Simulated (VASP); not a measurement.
**BP: single point with PBE**

The system is BP.

```
B P
1.0
    -3.08609    3.08609    4.12751
     3.08609   -3.08609    4.12751
     3.08609    3.08609   -4.12751
B P
5 5
Direct
  0.17396 0.44794 0.00000
  0.55206 0.55206 0.72602
  0.00000 0.00000 0.00000
  0.82604 0.82604 0.27398
  0.44794 0.17396 0.00000
  0.32815 0.32815 0.28287
  0.95473 0.67185 0.00000
  0.67185 0.95473 0.00000
  0.04527 0.04527 0.71713
  0.50000 0.50000 0.00000
```

* Program: VASP 6.6.1
* Task: single point
* Functional: PBE
* Potentials or basis: VASP PAW PBE potentials, release 64 (B, P)
* Cutoff: 520 eV
* k mesh: 4 × 4 × 4
* Occupations: gaussian, width 0.1 eV
* Spin: no spin polarisation

The pressure is 0.0 GPa and the largest force is 0.023 eV/Å. The band gap on the k mesh is 1.31 eV, indirect (least direct gap 1.42 eV).

Forces in eV/Å, atoms in the order of the input:
```
B    0.015 -0.015  0.009
B   -0.015 -0.015 -0.009
B    0.000  0.000  0.000
B    0.015  0.015 -0.009
B   -0.015  0.015  0.009
P    0.011  0.011 -0.009
P   -0.011  0.011  0.009
P    0.011 -0.011  0.009
P   -0.011 -0.011 -0.009
P    0.000  0.000  0.000
```

Stress tensor (GPa, compression positive):
```
 0.11  0.00  0.00
 0.00  0.11  0.00
 0.00  0.00 -0.20
```

Levels at points of the mesh, in eV from the valence-band top:
| k point | band 16 | band 17 | band 18 | band 19 | band 20 | band 21 | band 22 | band 23 | band 24 | band 25 |
| --- | --- | --- | --- | --- | --- | --- | --- | --- | --- | --- |
| (0.00, 0.00, 0.00) | -0.87 | -0.39 | -0.39 | -0.34 | -0.11 | 1.31 | 3.16 | 3.16 | 3.50 | 3.70 |
| (0.50, 0.00, 0.00) | -2.66 | -2.27 | -2.14 | -1.93 | -1.79 | 3.19 | 3.22 | 4.04 | 4.15 | 4.25 |
| (0.50, 0.50, 0.00) | -2.00 | -1.93 | -1.09 | -0.87 | -0.43 | 2.79 | 3.14 | 3.21 | 3.35 | 3.79 |
| (0.50, 0.50, 0.50) | -2.41 | -1.79 | -1.70 | -1.70 | 0.00 | 1.55 | 3.33 | 3.42 | 3.51 | 3.51 |

Wall time 61 s on 1 thread of AMD EPYC 9R45 96-Core Processor (Zen 5), on a shared host, peak memory 0.28 GiB.

A k mesh can miss the band edges.
